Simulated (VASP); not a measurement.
Si:

```xyz
2
Lattice="0.0000 2.6663 2.6663 2.6663 0.0000 2.6663 2.6663 2.6663 0.0000" Properties=species:S:1:pos:R:3 pbc="T T T"
Si    2.6663    2.6663    2.6663
Si    3.9994    3.9994    3.9994
```

Base run:

* Program: VASP 6.6.1
* Functional: revPBE
* Potentials or basis: VASP PAW PBE potentials, release 64 (Si)
* Cutoff: 520 eV
* k mesh: 8 × 8 × 8
* Occupations: fermi-dirac, width 0.05 eV
* Spin: no spin polarisation

Its results: band gap on the k mesh 0.55 eV, indirect (least direct gap 2.59 eV); pressure 9.1 GPa.

**Question.** After a change of settings the same cell gave: band gap on the k mesh 0.41 eV, indirect (least direct gap 2.54 eV); pressure 6.1 GPa. Which change was it?
A. further incar settings from ALGO = Normal; EDIFF = 1e-07; NBANDS = 11 to ALGO = Normal; EDIFF = 1e-06; NBANDS = 11; dispersion from none to D4
B. functional from revPBE to PBEsol
C. functional from revPBE to RPBE; further incar settings from ALGO = Normal; EDIFF = 1e-07; NBANDS = 11 to ALGO = Normal; EDIFF = 1e-06; NBANDS = 11
D. functional from revPBE to BLYP; dispersion from none to D4

**Answer.** B.

PBEsol binds more tightly than revPBE, so the same cell stands under less pressure.

Caveats: the PAW data sets were made with another functional, which shifts forces and pressure a little.
